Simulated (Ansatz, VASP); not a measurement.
# AlGa3N4: VASP beside Ansatz

```
Al Ga N
1.0
     4.46534    0.00000    0.00000
     0.00000    4.46534    0.00000
     0.00000    0.00000    4.46534
Al Ga N
1 3 4
Direct
  0.00000 0.00000 0.00000
  0.50163 0.50000 0.00000
  0.49837 0.00000 0.50163
  0.00000 0.50000 0.49837
  0.76221 0.74164 0.23779
  0.74849 0.24465 0.76221
  0.25151 0.76906 0.74849
  0.23779 0.24465 0.25151
```

Change from the starting cell: mode 16 (607.5 1/cm) frozen in, largest displacement +0.075 Å.

Alike in both runs: task single point; functional r2SCAN; k mesh 6 × 6 × 6; occupations gaussian, width 0.05 eV; no spin polarisation.

|  | VASP | Ansatz |
| --- | --- | --- |
| version | VASP 6.6.1 | Ansatz 0.2.0 |
| potentials or method | VASP PAW PBE potentials, release 64 (Al, Ga_d, N), cutoff 520 eV | scalar-relativistic, plane waves, PAW |
| valence electrons in the cell | 62 | 62 |

```tsv
	VASP	Ansatz	Ansatz less VASP
gap on the k mesh at the Fermi level (eV)	2.80	2.80	-0.001
least direct gap on the mesh (eV)	2.80	2.80	-0.001
pressure (GPa)	1.3	0.7	-0.65
traceless stress, the component that is largest in VASP (GPa)	-0.24	-0.24	-0.003
rms of the force components (eV/Å)	0.580	0.564	-0.0156
```

VASP's potentials were made for PBE, not for r2SCAN. Atom by atom the forces differ by 0.036 eV/Å (rms over components). With one functional, cell and mesh, what is left measures potentials, basis and numerics.
